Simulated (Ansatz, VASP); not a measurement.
This is a calculation of Co for VASP 6.6.1.

Contents of POSCAR:

```
Co
1.0
    2.4883712406      0.0000000000      0.0000000000
   -1.2441856203      2.1549927084      0.0000000000
    0.0000000000      0.0000000000      4.0477749493
Co
2
Direct
    0.6666666667      0.3333333333      0.7500000000
    0.3333333333      0.6666666667      0.2500000000
```

INCAR.step1

```
ALGO     = Normal         # electronic algorithm
EDIFF    = 1E-5           # SCF threshold, eV
ENCUT    = 520            # plane-wave cutoff, eV
GGA      = PE             # functional
ISIF     = 2              # what is computed and relaxed
ISMEAR   = -1             # smearing method
ISPIN    = 2              # spin polarisation
LASPH    = T              # aspherical terms in the spheres
LCHARG   = F              # write CHGCAR
LMAXMIX  = 4              # l up to which the mixer works
LORBIT   = 11             # projections on sites
LREAL    = F              # projectors in reciprocal space
LWAVE    = T              # write WAVECAR
MAGMOM   = 2 2            # initial moments
NBANDS   = 20             # bands
NELM     = 150            # most SCF steps
PREC     = Accurate       # precision mode
SIGMA    = 0.05           # smearing width, eV
```

INCAR.step2

```
AEXX     = 0.25           # exact-exchange fraction
ALGO     = Normal         # electronic algorithm
EDIFF    = 1E-7           # SCF threshold, eV
ENCUT    = 520            # plane-wave cutoff, eV
GGA      = PE             # functional
ISIF     = 2              # what is computed and relaxed
ISMEAR   = -1             # smearing method
ISPIN    = 2              # spin polarisation
ISTART   = 1            
LASPH    = T              # aspherical terms in the spheres
LCHARG   = F              # write CHGCAR
LHFCALC  = T              # exact exchange
LMAXMIX  = 4              # l up to which the mixer works
LORBIT   = 11             # projections on sites
LREAL    = F              # projectors in reciprocal space
LWAVE    = F              # write WAVECAR
MAGMOM   = 2 2            # initial moments
NBANDS   = 20             # bands
NELM     = 150            # most SCF steps
PREC     = Accurate       # precision mode
PRECFOCK = Normal       
SIGMA    = 0.05           # smearing width, eV
```

KPOINTS

```
k-points
0
Gamma
  6 6 4
```

Potentials or basis: VASP PAW PBE potentials, release 64 (Co).

Run with:

```bash
$ cat potpaw_PBE.64/Co/POTCAR > POTCAR
$ cp INCAR.step1 INCAR
$ mpirun -np 1 vasp_std > vasp.out
$ cp INCAR.step2 INCAR
$ mpirun -np 1 vasp_std > vasp.out
```

Question: Translate it to Ansatz 0.2.0. Potentials there: Ansatz PAW.

Answer: As run (the cutoff follows the program's own potentials):

Contents of input.yaml:

```yaml
crystal:
  lattice:
    - [2.4883712406, 0.0, 0.0]
    - [-1.2441856203, 2.1549927084, 0.0]
    - [0.0, 0.0, 4.0477749493]
  atoms:
    - { symbol: Co, position: [0.6666666667, 0.3333333333, 0.75], spin: 2.0 }
    - { symbol: Co, position: [0.3333333333, 0.6666666667, 0.25], spin: 2.0 }
hamiltonian:
  xc: pbe0
  pseudopotentials: { kind: paw }
magnetization:
  spin_polarized: true
kpoints:
  mp_grid: { grid: [6, 6, 4] }
scf:
  occupations: { method: fermi_dirac, width: 0.05 }
output:
  forces: true
  stress: true
  eigenvalues: true
```

Potentials or basis: Ansatz PAW.

Run with:

```console
$ ansatz run input.yaml --threads 2 --pin off --max-ram 5632MiB --backend cpu --events-out ev --progress --plain --runs-dir out
```

Both were run:

|  | VASP | Ansatz | Ansatz less VASP |
| --- | --- | --- | --- |
| gap on the k mesh at the Fermi level (eV) | none | none | - |
| pressure (GPa) | -4.5 | -4.0 | +0.59 |
| traceless stress, the component that is largest in VASP (GPa) | 8.54 | 8.50 | -0.035 |
| net moment per atom (μB) | 1.77 | 1.77 | +0.001 |
| size of the moment on the site where the two differ most (μB) | 1.84 | 2.00 | +0.155 |

Site moments also hang on the region over which each program counts them. A gap of «none» marks a metal or a gap that the smearing closes. With one functional, cell and mesh, what is left measures potentials, basis and numerics. VASP's potentials hold 18 valence electrons a cell and Ansatz's 34, so a difference there can come from the potentials and not from the codes.

The k mesh is coarse, so the values compare programs but aren't converged. Noted on Ansatz's run: the magnetic or orbital state may not be the lowest.
